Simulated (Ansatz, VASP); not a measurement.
## Au in VASP and in Ansatz

```
CELL_PARAMETERS angstrom
-1.68213 1.68213 1.63241
1.68213 -1.68213 1.63241
1.68213 1.68213 -1.63241
ATOMIC_POSITIONS crystal
Au 0.00000 0.00000 0.00000
```

Change from the starting cell: strain +0.015 along x and y, -0.015 along z, atoms carried along.

Alike in both runs: task single point; functional r2SCAN; k mesh 20 × 20 × 20; occupations gaussian, width 0.15 eV; no spin polarisation.

|  | VASP | Ansatz |
| --- | --- | --- |
| version | VASP 6.6.1 | Ansatz 0.2.0 |
| potentials or method | VASP PAW PBE potentials, release 64 (Au), cutoff 520 eV | scalar-relativistic, plane waves, PAW |
| valence electrons in the cell | 11 | 19 |

VASP gave:

```
gap on the k mesh at the Fermi level (eV)                     : none
pressure (GPa)                                                : -6.2
traceless stress, the component that is largest in VASP (GPa) : -0.11
```

Problem. What did Ansatz give for the same quantities?

Solution. gap on the k mesh at the Fermi level (eV): none; pressure (GPa): -6.4; traceless stress, the component that is largest in VASP (GPa): -0.11.

VASP's potentials were made for PBE, not for r2SCAN. A gap of «none» marks a metal or a gap that the smearing closes. With one functional, cell and mesh, what is left measures potentials, basis and numerics. VASP's potentials hold 11 valence electrons a cell and Ansatz's 19, so a difference there can come from the potentials and not from the codes.

Spin-orbit coupling is off throughout.
